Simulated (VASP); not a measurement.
# Se (P3_121) in VASP: notebook

The runs below take Se through electric field gradients, with PBEsol.

Everything below comes from runs of VASP 6.6.1. Logs are shortened: lines on timing, memory, paths and dates and some standing lists are left out, and cuts for length are marked.

## (1) The cell of the first run

It takes space group P3_121 (No. 152, trigonal). Conventional cell: a = 4.352 Å, b = 4.352 Å, c = 4.937 Å, α = 90.00°, β = 90.00°, γ = 120.00°. Se (site symmetry 2) has 2 Se at 2.37 Å within 3.1 Å.

## (2) Electric field gradients, PBEsol (volume scaled by 0.99)

File INCAR:

```
ALGO = Normal
EDIFF = 1E-8
ENCUT = 520
GGA = PS
ISIF = 2
ISMEAR = -1
LASPH = True
LCHARG = False
LEFG = True
LREAL = False
LWAVE = False
NBANDS = 16
NELM = 60
PREC = Accurate
SIGMA = 0.03
```

File KPOINTS:

```
k-points
0
Gamma
  6 6 5
```

File POSCAR:

```
Se
1.0
    4.3515971644      0.0000000000      0.0000000000
   -2.1757985822      3.7685936915      0.0000000000
    0.0000000000      0.0000000000      4.9370326522
Se
3
Direct
    0.2254000000      0.0000000000      0.3333333333
    0.0000000000      0.2254000000      0.6666666667
    0.7746000000      0.7746000000      0.0000000000
```

Potentials or basis: VASP PAW PBE potentials, release 64 (Se).

On the command line:

```sh
$ cat potpaw_PBE.64/Se/POTCAR > POTCAR
$ mpirun -np 1 vasp_std > vasp.out
```

OUTCAR:

```text
EDIFF = 1E-8
   ENCUT = 520
   GGA = PS
   ISIF = 2
   ISMEAR = -1
   LASPH = True
   LREAL = False
   NELM = 60
   PREC = Accurate

 ion  position               nearest neighbor table
   1  0.225  0.000  0.333-   3 2.37   2 2.37
   2  0.000  0.225  0.667-   3 2.37   1 2.37
   3  0.775  0.775  0.000-   1 2.37   2 2.37

  LATTYP: Found a hexagonal cell.
 ALAT       =     4.3515971644
 C/A-ratio  =     1.1345334749

  Lattice vectors:

 A1 = (   4.3515971644,   0.0000000000,   0.0000000000)
 A2 = (  -2.1757985822,   3.7685936915,   0.0000000000)
 A3 = (   0.0000000000,   0.0000000000,   4.9370326522)

Analysis of symmetry for initial positions (statically):
=====================================================================
 Subroutine PRICEL returns:
 Original cell was already a primitive cell.

 Routine SETGRP: Setting up the symmetry group for a
 hexagonal supercell.

 Subroutine GETGRP returns: Found  6 space group operations
 (whereof  2 operations were pure point group operations)
 out of a pool of 24 trial point group operations.

The static configuration has the point symmetry C_2 .
 The point group associated with its full space group is D_3 .

Analysis of symmetry for dynamics (positions and initial velocities):
=====================================================================
 Subroutine PRICEL returns:
 Original cell was already a primitive cell.

 Routine SETGRP: Setting up the symmetry group for a
 hexagonal supercell.

 Subroutine GETGRP returns: Found  6 space group operations
 (whereof  2 operations were pure point group operations)
 out of a pool of 24 trial point group operations.

The dynamic configuration has the point symmetry C_2 .
 The point group associated with its full space group is D_3 .

 Subroutine INISYM returns: Found  6 space group operations
 (whereof  2 operations are pure point group operations),
 and found     1 'primitive' translations

----------------------------------------------------------------------------------------

                                     Primitive cell

  volume of cell :      80.9644

  direct lattice vectors                    reciprocal lattice vectors
     4.351597164  0.000000000  0.000000000     0.229800683  0.132675486  0.000000000
[... 128 lines left out ...]
  ---------------------------------------------------
  ext. energy  EPLUGINS =         0.00000000
  ---------------------------------------------------
  free energy    TOTEN  =       -11.48256069 eV

  energy without entropy =      -11.48256069  energy(sigma->0) =      -11.48256069

 E-fermi :   3.1950     XC(G=0):  -9.0798

 val. band max:        2.5720649905   @ k =  -0.1667   0.5000   0.4000
 cond. band min:       3.7977227267   @ k =   0.0000   0.0000   0.4000
 fundamental gap:      1.2256577362
 Fermi energy:         3.1949541655

 k-point     1 :       0.0000    0.0000    0.0000
  band No.  band energies     occupation
      1     -13.2862      2.00000
      2      -9.0945      2.00000
      3      -9.0945      2.00000
      4      -1.2083      2.00000
      5      -1.2083      2.00000
      6      -1.1653      2.00000
[... 433 lines left out ...]
      3      -7.5635      2.00000
      4      -2.7606      2.00000
      5      -1.8654      2.00000
      6      -1.2506      2.00000
[... 8 lines left out ...]
     15      10.5185      0.00000
     16      10.9049      0.00000

 [... further k-points ...]
[... 5 lines left out ...]
  --------------------------------------------------------------------------------------
  -------------------------------------------------------------------------------------
  Total        0.1675775      0.1675775      1.1206754     -0.0000000      0.0000000     -0.0000000
  in kB        3.3161356      3.3161356     22.1766751     -0.0000000      0.0000000     -0.0000000
  external PRESSURE =       9.6029821 kB  Pullay stress =       0.0000000 kB

 VOLUME and BASIS-vectors are now :
 -----------------------------------------------------------------------------
  energy-cutoff  :      520.00
  volume of cell :       80.96
      direct lattice vectors                 reciprocal lattice vectors
     4.351597164  0.000000000  0.000000000     0.229800683  0.132675486  0.000000000
    -2.175798582  3.768593692  0.000000000     0.000000000  0.265350972  0.000000000
     0.000000000  0.000000000  4.937032652     0.000000000  0.000000000  0.202550818

 POSITION                                       TOTAL-FORCE (eV/Angst)
 -----------------------------------------------------------------------------------
      0.98085      0.00000      1.64568         0.439062      0.000000     -0.000000
     -0.49043      0.84944      3.29136        -0.219531      0.380239      0.000000
      1.68537      2.91915      0.00000        -0.219531     -0.380239      0.000000
 -----------------------------------------------------------------------------------
    total drift:                               -0.000000     -0.000000      0.000000

  FREE ENERGIE OF THE ION-ELECTRON SYSTEM (eV)
  ---------------------------------------------------
  free  energy   TOTEN  =       -11.4825606906 eV

  energy  without entropy=      -11.4825606905  energy(sigma->0) =      -11.48256069

 Electric field gradients (V/A^2)
---------------------------------------------------------------------
 ion       V_xx      V_yy      V_zz      V_xy      V_xz      V_yz
---------------------------------------------------------------------
   1     160.639  -329.086   168.447    -0.000     0.000   321.350
   2    -206.654    38.207   168.447  -212.057  -278.297  -160.675
   3    -206.654    38.208   168.447   212.057   278.297  -160.675
---------------------------------------------------------------------

 Electric field gradients after diagonalization (V/A^2)
 (convention: |V_zz| > |V_xx| > |V_yy|)
----------------------------------------------------------------------
 ion       V_xx      V_yy      V_zz     asymmetry (V_yy - V_xx)/ V_zz
----------------------------------------------------------------------
   1     326.068   160.639  -486.707       0.340
   2     326.068   160.639  -486.707       0.340
   3     326.068   160.638  -486.706       0.340
----------------------------------------------------------------------

           NMR quadrupolar parameters

 Cq : quadrupolar parameter    Cq=e*Q*V_zz/h
 eta: asymmetry parameters     (V_yy - V_xx)/ V_zz
 Q  : nuclear electric quadrupole moment in mb (millibarn)
----------------------------------------------------------------------
 ion       Cq(MHz)       eta       Q (mb)
----------------------------------------------------------------------
   1      -1.177       0.340       1.000
   2      -1.177       0.340       1.000
   3      -1.177       0.340       1.000
----------------------------------------------------------------------
```

OSZICAR:

```text
N       E                     dE             d eps       ncg     rms          rms(c)
DAV:   1     0.801848522103E+02    0.80185E+02   -0.71934E+03   864   0.935E+02
DAV:   2    -0.626697726995E+01   -0.86452E+02   -0.81410E+02  1152   0.152E+02
DAV:   3    -0.115466029555E+02   -0.52796E+01   -0.52590E+01  1088   0.433E+01
DAV:   4    -0.115828898661E+02   -0.36287E-01   -0.36283E-01  1152   0.420E+00
DAV:   5    -0.115831408926E+02   -0.25103E-03   -0.25102E-03  1104   0.347E-01    0.717E+00
DAV:   6    -0.115112926735E+02    0.71848E-01   -0.35152E-02  1120   0.115E+00    0.441E+00
DAV:   7    -0.114832730788E+02    0.28020E-01   -0.71342E-02  1032   0.159E+00    0.192E-01
DAV:   8    -0.114824918372E+02    0.78124E-03   -0.83232E-03   984   0.553E-01    0.881E-02
DAV:   9    -0.114825466066E+02   -0.54769E-04   -0.24776E-04  1192   0.101E-01    0.289E-02
DAV:  10    -0.114825596742E+02   -0.13068E-04   -0.25169E-05  1048   0.328E-02    0.599E-03
DAV:  11    -0.114825608549E+02   -0.11807E-05   -0.47387E-06  1136   0.128E-02    0.336E-03
DAV:  12    -0.114825607071E+02    0.14784E-06   -0.10137E-06  1112   0.625E-03    0.792E-04
DAV:  13    -0.114825606947E+02    0.12367E-07   -0.15593E-07  1112   0.219E-03    0.324E-04
DAV:  14    -0.114825606906E+02    0.40571E-08   -0.13486E-08   920   0.714E-04
   1 F= -.11482561E+02 E0= -.11482561E+02  d E =-.118919E-09
```

stdout:

```text
POSCAR found type information on POSCAR Se
 POSCAR found :  1 types and       3 ions
 scaLAPACK will be used
 -----------------------------------------------------------------------------
|                                                                             |
|                                                                             |
|     You enforced a specific xc type in the INCAR file but a different       |
|     I HOPE YOU KNOW WHAT YOU ARE DOING!                                     |
|                                                                             |
 -----------------------------------------------------------------------------

 LDA part: xc-table for (Slater+PW92), standard interpolation
 POSCAR, INCAR and KPOINTS ok, starting setup
 FFT: planning ... GRIDC
 FFT: planning ... GRID_SOFT
 FFT: planning ... GRID
 WAVECAR not read
 entering main loop
ion   1

ion   2
     0.0000499     4.0175644     2.9487884    -2.6149125     5.1074514     2.3195419
     0.0000687     4.0175644     2.9487884    -2.6149125     5.1074514     2.3195419
     0.0000946     4.0175644     2.9487884    -2.6149124     5.1074513     2.3195419
     0.0001302     4.0175643     2.9487883    -2.6149124     5.1074512     2.3195418
[... 12 lines left out ...]
     0.0000499  -194.1261270   146.9809938  -133.3850421  -254.5785490   112.0787717
     0.0000687  -194.1213977   146.9774074  -133.3817885  -254.5723371   112.0760412
     0.0000946  -194.1137306   146.9715934  -133.3765144  -254.5622670   112.0716145
     0.0001302  -194.1013626   146.9622151  -133.3680077  -254.5460234   112.0644739
```

Run time: 27 s. Hardware: 1 thread of Intel Xeon Platinum 8375C at 2.90GHz (Ice Lake), shared host; peak memory 0.19 GiB.

What came out:

- Free energy: -11.4826 eV
- Pressure: 1.0 GPa
- Largest force: 0.439 eV/Å
- Band gap on the k mesh: 1.23 eV, indirect (least direct gap 1.48 eV)

Forces in eV/Å, atoms in the order of the input:
```
Se   0.439  0.000  0.000
Se  -0.220  0.380  0.000
Se  -0.220 -0.380  0.000
```

Stress tensor (GPa, compression positive):
```
0.33 0.00 0.00
0.00 0.33 0.00
0.00 0.00 2.22
```

Levels at points of the mesh, in eV from the valence-band top:
```csv
k point,band 5,band 6,band 7,band 8,band 9,band 10,band 11,band 12,band 13,band 14
"(0.00, 0.00, 0.00)",-3.78,-3.74,-2.00,-2.00,-0.32,1.96,1.96,2.23,6.09,6.42
"(0.50, 0.00, 0.00)",-4.69,-3.42,-2.87,-1.73,-0.93,1.98,2.40,4.25,5.19,7.62
```

Electric field gradients, principal values (V/Å²):
```csv
atom,least,middle,greatest (by size)
1 Se,160.639,326.068,-486.707
2 Se,160.639,326.068,-486.707
3 Se,160.638,326.068,-486.706
```

Caveat: without QUAD_EFG the Cq values of the log hold for a quadrupole moment of 1 mb, not for the nuclei; the PAW data sets were made with another functional, which shifts forces and pressure a little. A k mesh can miss the band edges.

(Continued in part 2 of 3.)
